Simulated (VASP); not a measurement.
# InAs (zincblende type) (F-43m) in VASP: single point with PBE

Aim: the single point of InAs (zincblende type) with PBE.

All numbers are computed with VASP 6.6.1; they aren't measurements. Logs are shortened: lines on timing, memory, paths and dates and some standing lists are left out, and cuts for length are marked.

## 1. The cell of the first run

Symmetry: F-43m, No. 216, cubic system. Conventional cell: a = 6.187 Å, b = 6.187 Å, c = 6.187 Å, α = 90.00°, β = 90.00°, γ = 90.00°. In (site symmetry -43m) has 4 As at 2.68 Å within 3.5 Å. Within 3.5 Å of As (site symmetry -43m) lie 4 In at 2.68 Å.

## 2. Single point, PBE

The input, INCAR:

```
PREC = Accurate ; ENCUT = 520
EDIFF = 1E-6 ; ISMEAR = -1
SIGMA = 0.02 ; LREAL = F
LASPH = T ; NELM = 60
ALGO = Normal ; ISIF = 2
LWAVE = F ; LCHARG = F
GGA = PE ; NBANDS = 26
```

The input, KPOINTS:

```
Automatic mesh
0
Gamma
  6 4 6
```

The input, POSCAR:

```
InAs
1.0
   -3.0934757630      3.0934757630      0.0000000000
    0.0000000000      0.0000000000      6.1869515260
    3.0934757630      3.0934757630      0.0000000000
In As
2 2
Direct
    0.0000000000      0.0000000000      0.0000000000
    0.5000000000      0.5000000000      0.5000000000
    0.0000000000      0.2500000000      0.5000000000
    0.5000000000      0.7500000000      0.0000000000
```

Potentials or basis: VASP PAW PBE potentials, release 64 (In_d, As).

Started as:

```bash
> cat potpaw_PBE.64/In_d/POTCAR potpaw_PBE.64/As/POTCAR > POTCAR
> mpirun -np 1 vasp_std > vasp.out
```

OUTCAR:

```text
PREC = Accurate
   ENCUT = 520
   EDIFF = 1E-6
   ISMEAR = -1
   LREAL = F
   LASPH = T
   NELM = 60
   ISIF = 2
   GGA = PE

 ion  position               nearest neighbor table
   1  0.000  0.000  0.000-   3 2.68   4 2.68   3 2.68   4 2.68
   2  0.500  0.500  0.500-   3 2.68   4 2.68   4 2.68   3 2.68
   3  0.000  0.250  0.500-   1 2.68   2 2.68   1 2.68   2 2.68
   4  0.500  0.750  0.000-   1 2.68   2 2.68   2 2.68   1 2.68

  LATTYP: Found a simple tetragonal cell.
 ALAT       =     4.3748353789
 C/A-ratio  =     1.4142135624

  Lattice vectors:

 A1 = (   3.0934757630,  -3.0934757630,   0.0000000000)
 A2 = (   3.0934757630,   3.0934757630,   0.0000000000)
 A3 = (   0.0000000000,   0.0000000000,   6.1869515260)

Analysis of symmetry for initial positions (statically):
=====================================================================
 Subroutine PRICEL returns following result:

  LATTYP: Found a face centered cubic cell.
 ALAT       =     6.1869515260

  Lattice vectors:

 A1 = (   3.0934757630,   0.0000000000,   3.0934757630)
 A2 = (   3.0934757630,   3.0934757630,   0.0000000000)
 A3 = (   0.0000000000,   3.0934757630,   3.0934757630)

   2 primitive cells build up your supercell.

 Routine SETGRP: Setting up the symmetry group for a
 simple tetragonal supercell.

 Subroutine GETGRP returns: Found  8 space group operations
 (whereof  8 operations were pure point group operations)
 out of a pool of 16 trial point group operations.

The static configuration has the point symmetry D_2d.

Analysis of symmetry for dynamics (positions and initial velocities):
=====================================================================
 Subroutine PRICEL returns following result:

  LATTYP: Found a face centered cubic cell.
 ALAT       =     6.1869515260

  Lattice vectors:

 A1 = (   3.0934757630,   0.0000000000,   3.0934757630)
 A2 = (   3.0934757630,   3.0934757630,   0.0000000000)
 A3 = (   0.0000000000,   3.0934757630,   3.0934757630)

   2 primitive cells build up your supercell.

 Routine SETGRP: Setting up the symmetry group for a
 simple tetragonal supercell.

[... 95 lines left out ...]
   PREC   = accura    normal or accurate (medium, high low for compatibility)
   ISTART =      0    job   : 0-new  1-cont  2-samecut
   ICHARG =      2    charge: 1-file 2-atom 10-const
   ISPIN  =      1    spin polarized calculation?
   LNONCOLLINEAR =      F non collinear calculations
   LSORBIT =      F    spin-orbit coupling
   LASPH  =      T    aspherical Exc in radial PAW
   ENCUT  =  520.0 eV  38.22 Ry    6.18 a.u.   8.13 11.50  8.13*2*pi/ulx,y,z
   NELM   =     60;   NELMIN=  2; NELMDL= -5     # of ELM steps
   EDIFF  = 0.1E-05   stopping-criterion for ELM
   LREAL  =      F    real-space projection
   EDIFFG = 0.1E-04   stopping-criterion for IOM
   NSW    =      0    number of steps for IOM
   IBRION =     -1    ionic relax: 0-MD 1-quasi-New 2-CG
   NFREE  =      0    steps in history (QN), initial steepest desc. (CG)
   ISIF   =      2    stress and relaxation
   ISYM   =      2    0-nonsym 1-usesym 2-fastsym
   POTIM  = 0.5000    time-step for ionic-motion
   TEBEG  =    0.0;   TEEND  =   0.0 temperature during run
   PSTRESS=    0.0 pullay stress
   NELECT =      36.0000    total number of electrons
   NUPDOWN=      -1.0000    fix difference up-down
   EMIN   =  10.00;   EMAX   =-10.00  energy-range for DOS
   EFERMI =   0.00;   METHOD = LEGACY
   ISMEAR =    -1;   SIGMA  =   0.02  broadening in eV -4-tet -1-fermi 0-gaus
   EFERMI_NEDOS =   21; number of points for ismear=-14 and -15
   IALGO  =     38    algorithm
   IMIX   =      4    mixing-type and parameters
     AMIX     =   0.40;   BMIX     =  1.00
     AMIX_MAG =   1.60;   BMIX_MAG =  1.00
  volume/ion in A,a.u.               =      29.60       199.77
  Fermi-wavevector in a.u.,A,eV,Ry     =   1.100801  2.080213 16.487045  1.211764
  Thomas-Fermi vector in A             =   2.237218
   LORBIT       =      0    0 simple, 1 ext, 2 COOP (PROOUT), +10 PAW based schemes
   GGA     = PE    functional components
   LHFCALC =     F    Hartree Fock is set to
   AEXX    =    0.0000 exact exchange contribution
   IVDW    =     0    specifies the selected vdW correction
   LEPSILON=     F    determine dielectric tensor
   LRPA    =     F    only Hartree local field effects (RPA)
 non-spin polarized calculation
  energy-cutoff  :      520.00
  volume of cell :      118.41
 maximum number of plane-waves:      3227
 NGX is ok and might be reduce to    36
   NGX = 17   NGY = 23   NGZ = 17

 number of electron      35.9999985 magnetization

 Free energy of the ion-electron system (eV)
  ---------------------------------------------------
  ext. energy  EPLUGINS =         0.00000000
  ---------------------------------------------------
  free energy    TOTEN  =       -15.42770382 eV

  energy without entropy =      -15.42714320  energy(sigma->0) =      -15.42742351

 E-fermi :   3.8553     XC(G=0):  -8.7947

 val. band max:        3.8413373848   @ k =   0.0000   0.0000   0.0000
 cond. band min:       4.6514004402   @ k =   0.5000   0.5000   0.0000
 fundamental gap:      0.8100630554
 Fermi energy:         3.8552635294

 k-point     1 :       0.0000    0.0000    0.0000
  band No.  band energies     occupation
      1     -10.5689      2.00000
      2     -10.4279      2.00000
      3     -10.4279      2.00000
      4     -10.4273      2.00000
      5     -10.3645      2.00000
      6     -10.3645      2.00000
[... 685 lines left out ...]
     25      10.7999      0.00000
     26      10.9228      0.00000

 [... further k-points ...]

------------------------ aborting loop because EDIFF is reached ----------------------------------------

  FORCE on cell =-STRESS in cart. coord.  units (eV):
  Direction    XX          YY          ZZ          XY          YZ          ZX
  --------------------------------------------------------------------------------------
  -------------------------------------------------------------------------------------
  Total        0.0831832      0.0831832     -0.0065429      0.0000000      0.0000000     -0.0000000
  in kB        1.1255015      1.1255015     -0.0885284      0.0000000      0.0000000     -0.0000000
  external PRESSURE =       0.7208249 kB  Pullay stress =       0.0000000 kB

 VOLUME and BASIS-vectors are now :
 -----------------------------------------------------------------------------
  energy-cutoff  :      520.00
  volume of cell :      118.41
      direct lattice vectors                 reciprocal lattice vectors
    -3.093475763  3.093475763  0.000000000    -0.161630489  0.161630489  0.000000000
     0.000000000  0.000000000  6.186951526     0.000000000  0.000000000  0.161630489
     3.093475763  3.093475763  0.000000000     0.161630489  0.161630489  0.000000000

 POSITION                                       TOTAL-FORCE (eV/Angst)
 -----------------------------------------------------------------------------------
      0.00000      0.00000      0.00000        -0.000000      0.000000      0.000000
      0.00000      3.09348      3.09348        -0.000000      0.000000      0.000000
      1.54674      1.54674      1.54674         0.000000     -0.000000      0.000000
     -1.54674      1.54674      4.64021         0.000000     -0.000000      0.000000
 -----------------------------------------------------------------------------------
    total drift:                                0.000000      0.000000     -0.000000

  FREE ENERGIE OF THE ION-ELECTRON SYSTEM (eV)
  ---------------------------------------------------
  free  energy   TOTEN  =       -15.4277038185 eV

  energy  without entropy=      -15.4271432049  energy(sigma->0) =      -15.42742351
```

stdout:

```text
POSCAR found type information on POSCAR InAs
 POSCAR found :  2 types and       4 ions
 scaLAPACK will be used
 LDA part: xc-table for (Slater+PW92), standard interpolation
 POSCAR, INCAR and KPOINTS ok, starting setup
 FFT: planning ... GRIDC
 FFT: planning ... GRID_SOFT
 FFT: planning ... GRID
 WAVECAR not read
 entering main loop
```

Wall time 55 s (1 thread of Intel Xeon Platinum 8488C (Sapphire Rapids), shared host); peak memory 0.29 GiB.

What came out:

```
Free energy            : -15.4277 eV
Pressure               : 0.1 GPa
Band gap on the k mesh : zero (filled and empty bands touch)
```

Levels at points of the mesh, in eV from the Fermi level:
| k point | band 14 | band 15 | band 16 | band 17 | band 18 | band 19 | band 20 | band 21 | band 22 | band 23 |
| --- | --- | --- | --- | --- | --- | --- | --- | --- | --- | --- |
| (0.00, 0.00, 0.00) | -2.12 | -2.12 | -0.56 | -0.02 | -0.01 | -0.01 | 1.64 | 2.03 | 3.86 | 3.86 |
| (0.50, 0.00, 0.00) | -4.79 | -2.58 | -2.58 | -0.95 | -0.95 | 2.41 | 2.41 | 4.89 | 4.89 | 5.13 |
| (0.00, 0.50, 0.00) | -3.66 | -1.30 | -1.30 | -1.30 | -1.30 | 2.28 | 2.28 | 2.58 | 2.58 | 6.03 |
| (0.50, 0.50, 0.00) | -5.45 | -0.91 | -0.91 | -0.91 | -0.91 | 0.80 | 0.80 | 4.62 | 4.62 | 4.62 |
| (0.50, 0.00, 0.50) | -5.57 | -2.12 | -2.12 | -2.12 | -2.12 | 1.64 | 1.64 | 2.03 | 2.03 | 8.74 |
| (0.50, 0.50, 0.50) | -5.45 | -2.69 | -2.69 | -2.60 | -2.60 | 3.90 | 3.90 | 4.25 | 4.25 | 4.79 |

Caveat: semilocal functionals underestimate gaps, so a narrow gap can read as zero; spin-orbit coupling is left out, which moves the levels of the heavy elements.
